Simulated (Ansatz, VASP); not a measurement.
# Hf: VASP beside Ansatz

```
Hf
1.0
    -1.77266    1.77266    1.77266
     1.77266   -1.77266    1.77266
     1.77266    1.77266   -1.77266
Hf
1
Direct
  0.00000 0.00000 0.00000
```

Alike in both runs: task relaxation of cell and atoms; functional PBE; k mesh 16 × 16 × 16; occupations fermi-dirac, width 0.05 eV; no spin polarisation.

|  | VASP | Ansatz |
| --- | --- | --- |
| version | VASP 6.6.1 | Ansatz 0.2.0 |
| potentials or method | VASP PAW PBE potentials, release 64 (Hf_pv), cutoff 600 eV | all-electron LAPW, non-relativistic |

|  | VASP | Ansatz | Ansatz less VASP |
| --- | --- | --- | --- |
| relaxed volume (Å³/atom) | 22.20 | 22.98 | +0.779 |
| relaxed cell length with the largest relative difference (Å) | 3.067 | 3.102 | +0.0354 |

Ansatz ran all-electron here, and VASP with PAW potentials.

Spin-orbit coupling is off throughout.
